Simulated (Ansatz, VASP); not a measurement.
## Two plane-wave programs on AlN

Contents of POSCAR:

```
AlN
1.0
    2.8328531135      0.0000000000      0.0000000000
   -1.4164265567      2.4533227615      0.0000000000
    0.0000000000      0.0000000000      4.8410108391
Al N
2 2
Direct
    0.0000000000      0.0000000000      0.0000000000
    0.0000000000      0.0000000000      0.5000000000
    0.3333333333      0.6666666667      0.2500000000
    0.6666666667      0.3333333333      0.7500000000
```

Contents of INCAR.step1:

```
SYSTEM = AlN
ALGO = Normal ; EDIFF = 1E-5
ENCUT = 520 ; GGA = PE
ISIF = 2 ; ISMEAR = 0
LASPH = .True. ; LCHARG = .False.
LREAL = .False. ; LWAVE = .True.
NBANDS = 16 ; NELM = 80
PREC = Accurate ; SIGMA = 0.01
```

File INCAR.step2:

```
SYSTEM = AlN
ALGO = Normal ; EDIFF = 1E-7
ENCUT = 520 ; GGA = PE
HFSCREEN = 0.2079 ; ISIF = 2
ISMEAR = 0 ; ISTART = 1
LASPH = .True. ; LCHARG = .False.
LHFCALC = .True. ; LREAL = .False.
LWAVE = .False. ; NBANDS = 16
NELM = 80 ; PREC = Accurate
PRECFOCK = Normal ; SIGMA = 0.01
```

Contents of KPOINTS:

```
k-points
0
Gamma
  6 6 2
  0 0 0
```

Input for Ansatz:

```yaml
crystal:
  lattice:
    - [2.8328531135, 0.0, 0.0]
    - [-1.4164265567, 2.4533227615, 0.0]
    - [0.0, 0.0, 4.8410108391]
  atoms:
    - { symbol: Al, position: [0.0, 0.0, 0.0] }
    - { symbol: Al, position: [0.0, 0.0, 0.5] }
    - { symbol: "N", position: [0.3333333333, 0.6666666667, 0.25] }
    - { symbol: "N", position: [0.6666666667, 0.3333333333, 0.75] }
kpoints:
  mp_grid: { grid: [6, 6, 2] }
hamiltonian:
  xc: hse06
scf:
  occupations: { method: fixed }
  n_extra_bands: 5
output:
  forces: true
  stress: true
  eigenvalues: true
  write_density: true
  write_potential: true
  elf: true
  volumetric_format: npy
```

Alike in both runs: task single point; functional HSE06; k mesh 6 × 6 × 2; no spin polarisation.

```csv
,VASP,Ansatz
version,VASP 6.6.1,Ansatz 0.2.0
potentials or method,"VASP PAW PBE potentials, release 64 (Al, N)","plane waves, PAW"
plane-wave cutoff (eV),520,420
occupations,"gaussian, width 0.01 eV",fixed
valence electrons in the cell,16,16
```

VASP gave:

```
gap on the k mesh at the Fermi level (eV)                     : 6.68
pressure (GPa)                                                : -1.7
traceless stress, the component that is largest in VASP (GPa) : 0.45
```

Which values does Ansatz return?

gap on the k mesh at the Fermi level (eV): 6.66; pressure (GPa): -1.7; traceless stress, the component that is largest in VASP (GPa): 0.72.

Ansatz's warnings: stress exchange threshold loose, stress scf threshold loose.

The k mesh is coarse, so the values compare programs but aren't converged.
